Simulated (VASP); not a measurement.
# BPb3 (I4/mmm) in VASP: single point with PBE

Aim: the single point of BPb3 with PBE.

All numbers are computed with VASP 6.6.1; they aren't measurements. Logs are shortened: lines on timing, memory, paths and dates and some standing lists are left out, and cuts for length are marked.

**1. The cell of the first run**

Symmetry: I4/mmm, No. 139, tetragonal system. Conventional cell: a = 4.720 Å, b = 4.720 Å, c = 9.537 Å, α = 90.00°, β = 90.00°, γ = 90.00°. Within 4.4 Å of B (site symmetry 4/mmm) lie 12 Pb at 3.34 to 3.35 Å. Pb (site symmetry 4/mmm) has 4 B at 3.34 Å and 8 Pb at 3.35 Å within 4.4 Å. Pb (site symmetry -4m2) has 8 Pb at 3.34 to 3.35 Å and 4 B at 3.35 Å within 4.4 Å.

**2. Single point, PBE**

INCAR reads:

```
SYSTEM = BPb3
ALGO     = Fast           ! electronic algorithm
EDIFF    = 1E-7           ! SCF threshold, eV
ENCUT    = 520            ! plane-wave cutoff, eV
GGA      = PE             ! functional
ISIF     = 2              ! what is computed and relaxed
ISMEAR   = 0              ! smearing method
LASPH    = .TRUE.         ! aspherical terms in the spheres
LCHARG   = .FALSE.        ! write CHGCAR
LREAL    = .FALSE.        ! projectors in reciprocal space
LWAVE    = .FALSE.        ! write WAVECAR
NBANDS   = 30             ! bands
NELM     = 80             ! most SCF steps
PREC     = Accurate       ! precision mode
SIGMA    = 0.1            ! smearing width, eV
```

KPOINTS reads:

```
k-points
0
G
  14 14 14
  0 0 0
```

POSCAR reads:

```
BPb3
1.0
   -2.3600425669      2.3600425669      4.7683914945
    2.3600425669     -2.3600425669      4.7683914945
    2.3600425669      2.3600425669     -4.7683914945
B Pb
1 3
Direct
    0.0000000000      0.0000000000      0.0000000000
    0.5000000000      0.5000000000      0.0000000000
    0.2500000000      0.7500000000      0.5000000000
    0.7500000000      0.2500000000      0.5000000000
```

Potentials or basis: VASP PAW PBE potentials, release 64 (B, Pb_d).

The run is started by

```sh
$ cat potpaw_PBE.64/B/POTCAR potpaw_PBE.64/Pb_d/POTCAR > POTCAR
$ mpirun -np 1 vasp_std > vasp.out
```

OUTCAR:

```text
SYSTEM = BPb3
   EDIFF = 1E-7
   ENCUT = 520
   GGA = PE
   ISIF = 2
   ISMEAR = 0
   LASPH = .TRUE.
   LREAL = .FALSE.
   NELM = 80
   PREC = Accurate

 ion  position               nearest neighbor table
   1  0.000  0.000  0.000-
   2  0.500  0.500  0.000-   3 3.35   4 3.35   3 3.35   4 3.35   3 3.35   4 3.35   3 3.35   4 3.35

   3  0.250  0.750  0.500-   4 3.34   4 3.34   4 3.34   4 3.34   2 3.35   2 3.35   2 3.35   2 3.35

   4  0.750  0.250  0.500-   3 3.34   3 3.34   3 3.34   3 3.34   2 3.35   2 3.35   2 3.35   2 3.35

  LATTYP: Found a body centered tetragonal cell.
 ALAT       =     4.7200851338
 C/A-ratio  =     2.0204684277

  Lattice vectors:

 A1 = (  -2.3600425669,   2.3600425669,   4.7683914945)
 A2 = (   2.3600425669,  -2.3600425669,   4.7683914945)
 A3 = (   2.3600425669,   2.3600425669,  -4.7683914945)

Analysis of symmetry for initial positions (statically):
=====================================================================
 Subroutine PRICEL returns:
 Original cell was already a primitive cell.

 Routine SETGRP: Setting up the symmetry group for a
 body centered tetragonal supercell.

 Subroutine GETGRP returns: Found 16 space group operations
 (whereof 16 operations were pure point group operations)
 out of a pool of 16 trial point group operations.

The static configuration has the point symmetry D_4h.

Analysis of symmetry for dynamics (positions and initial velocities):
=====================================================================
 Subroutine PRICEL returns:
 Original cell was already a primitive cell.

 Routine SETGRP: Setting up the symmetry group for a
 body centered tetragonal supercell.

 Subroutine GETGRP returns: Found 16 space group operations
 (whereof 16 operations were pure point group operations)
 out of a pool of 16 trial point group operations.

The dynamic configuration has the point symmetry D_4h.

 Subroutine INISYM returns: Found 16 space group operations
 (whereof 16 operations are pure point group operations),
 and found     1 'primitive' translations

----------------------------------------------------------------------------------------

                                     Primitive cell

[... 91 lines left out ...]
   LASPH  =      T    aspherical Exc in radial PAW
   ENCUT  =  520.0 eV  38.22 Ry    6.18 a.u.  10.82 10.82 10.82*2*pi/ulx,y,z
   NELM   =     80;   NELMIN=  2; NELMDL= -5     # of ELM steps
   EDIFF  = 0.1E-06   stopping-criterion for ELM
   LREAL  =      F    real-space projection
   EDIFFG = 0.1E-05   stopping-criterion for IOM
   NSW    =      0    number of steps for IOM
   IBRION =     -1    ionic relax: 0-MD 1-quasi-New 2-CG
   NFREE  =      0    steps in history (QN), initial steepest desc. (CG)
   ISIF   =      2    stress and relaxation
   ISYM   =      2    0-nonsym 1-usesym 2-fastsym
   POTIM  = 0.5000    time-step for ionic-motion
   TEBEG  =    0.0;   TEEND  =   0.0 temperature during run
   PSTRESS=    0.0 pullay stress
   NELECT =      45.0000    total number of electrons
   NUPDOWN=      -1.0000    fix difference up-down
   EMIN   =  10.00;   EMAX   =-10.00  energy-range for DOS
   EFERMI =   0.00;   METHOD = LEGACY
   ISMEAR =     0;   SIGMA  =   0.10  broadening in eV -4-tet -1-fermi 0-gaus
   EFERMI_NEDOS =   21; number of points for ismear=-14 and -15
   IALGO  =     68    algorithm
   IMIX   =      4    mixing-type and parameters
     AMIX     =   0.40;   BMIX     =  1.00
     AMIX_MAG =   1.60;   BMIX_MAG =  1.00
  volume/ion in A,a.u.               =      26.56       179.23
  Fermi-wavevector in a.u.,A,eV,Ry     =   1.229481  2.323382 20.566886  1.511623
  Thomas-Fermi vector in A             =   2.364367
   LORBIT       =      0    0 simple, 1 ext, 2 COOP (PROOUT), +10 PAW based schemes
   GGA     = PE    functional components
   LHFCALC =     F    Hartree Fock is set to
   AEXX    =    0.0000 exact exchange contribution
   IVDW    =     0    specifies the selected vdW correction
   LEPSILON=     F    determine dielectric tensor
   LRPA    =     F    only Hartree local field effects (RPA)
 non-spin polarized calculation
 RMM-DIIS sequential band-by-band and
 Gauss-broadening in eV      SIGMA  =   0.10
  energy-cutoff  :      520.00
  volume of cell :      106.24
 maximum number of plane-waves:      2897
 NGX is ok and might be reduce to    48
   NGX = 21   NGY = 21   NGZ = 21

 number of electron      45.0000007 magnetization

 Free energy of the ion-electron system (eV)
  ---------------------------------------------------
  ext. energy  EPLUGINS =         0.00000000
  ---------------------------------------------------
  free energy    TOTEN  =       -13.56064419 eV

  energy without entropy =      -13.55118069  energy(sigma->0) =      -13.55591244

 E-fermi :   6.3576     XC(G=0): -10.0453

 val. band max:        6.3490352374   @ k =  -0.2143  -0.2857   0.1429
 cond. band min:       6.3624687893   @ k =   0.1429   0.0714  -0.0000
 fundamental gap:      0.0134335520
 Fermi energy:         6.3576049988

 k-point     1 :       0.0000    0.0000    0.0000
  band No.  band energies     occupation
      1     -10.9133      2.00000
      2     -10.7746      2.00000
      3     -10.7480      2.00000
      4     -10.7199      2.00000
      5     -10.7199      2.00000
      6     -10.6540      2.00000
[... 781 lines left out ...]
     29      10.3787      0.00000
     30      12.2003      0.00000

 [... further k-points ...]

------------------------ aborting loop because EDIFF is reached ----------------------------------------

  FORCE on cell =-STRESS in cart. coord.  units (eV):
  Direction    XX          YY          ZZ          XY          YZ          ZX
  --------------------------------------------------------------------------------------
  -------------------------------------------------------------------------------------
  Total       -0.0501717     -0.0501717     -0.0482082      0.0000000      0.0000000      0.0000000
  in kB       -0.7566546     -0.7566546     -0.7270422      0.0000000      0.0000000      0.0000000
  external PRESSURE =      -0.7467838 kB  Pullay stress =       0.0000000 kB

 VOLUME and BASIS-vectors are now :
 -----------------------------------------------------------------------------
  energy-cutoff  :      520.00
  volume of cell :      106.24
      direct lattice vectors                 reciprocal lattice vectors
    -2.360042567  2.360042567  4.768391495     0.000000000  0.211860585  0.104857162
     2.360042567 -2.360042567  4.768391495     0.211860585  0.000000000  0.104857162
     2.360042567  2.360042567 -4.768391495     0.211860585  0.211860585  0.000000000

 POSITION                                       TOTAL-FORCE (eV/Angst)
 -----------------------------------------------------------------------------------
      0.00000      0.00000      0.00000        -0.000000     -0.000000     -0.000000
      0.00000      0.00000      4.76839        -0.000000     -0.000000     -0.000000
      2.36004      0.00000      2.38420         0.000000     -0.000000      0.000000
      0.00000      2.36004      2.38420        -0.000000      0.000000     -0.000000
 -----------------------------------------------------------------------------------
    total drift:                                0.000000     -0.000000      0.000000

  FREE ENERGIE OF THE ION-ELECTRON SYSTEM (eV)
  ---------------------------------------------------
  free  energy   TOTEN  =       -13.5606441896 eV

  energy  without entropy=      -13.5511806853  energy(sigma->0) =      -13.55591244
```

OSZICAR:

```text
N       E                     dE             d eps       ncg     rms          rms(c)
DAV:   1     0.503397223893E+03    0.50340E+03   -0.21891E+04 14640   0.175E+03
DAV:   2     0.305598665073E+02   -0.47284E+03   -0.46291E+03 14730   0.460E+02
DAV:   3    -0.119759138517E+02   -0.42536E+02   -0.41539E+02 18452   0.173E+02
DAV:   4    -0.136688720499E+02   -0.16930E+01   -0.16869E+01 17208   0.385E+01
DAV:   5    -0.137379913715E+02   -0.69119E-01   -0.69110E-01 19240   0.707E+00    0.169E+00
RMM:   6    -0.135794240859E+02    0.15857E+00   -0.29472E-01 16891   0.357E+00    0.817E-01
RMM:   7    -0.135629000477E+02    0.16524E-01   -0.36856E-02 17529   0.173E+00    0.441E-01
RMM:   8    -0.135606787918E+02    0.22213E-02   -0.19640E-02 17999   0.921E-01    0.123E-01
RMM:   9    -0.135606176673E+02    0.61124E-04   -0.62163E-03 22040   0.639E-01    0.457E-02
RMM:  10    -0.135606249184E+02   -0.72512E-05   -0.87355E-04 19079   0.246E-01    0.202E-02
RMM:  11    -0.135606471942E+02   -0.22276E-04   -0.23678E-04 23561   0.111E-01    0.781E-03
RMM:  12    -0.135606445769E+02    0.26173E-05   -0.39696E-05 21914   0.417E-02    0.244E-03
RMM:  13    -0.135606444040E+02    0.17290E-06   -0.95311E-06 23729   0.200E-02    0.166E-03
RMM:  14    -0.135606441254E+02    0.27867E-06   -0.12706E-06 16630   0.689E-03    0.511E-04
RMM:  15    -0.135606441896E+02   -0.64279E-07   -0.35943E-07 13515   0.421E-03
   1 F= -.13560644E+02 E0= -.13555912E+02  d E =-.946350E-02
```

It took 14 min on 1 thread of Intel Xeon Platinum 8488C (Sapphire Rapids), shared host; peak memory 0.77 GiB.

What came out:

- Free energy: -13.5606 eV
- Pressure: -0.1 GPa
- Band gap on the k mesh: zero (an odd number of electrons rules out a gap without spin polarisation)

Caveat: spin-orbit coupling is left out, which moves the levels of the heavy elements.
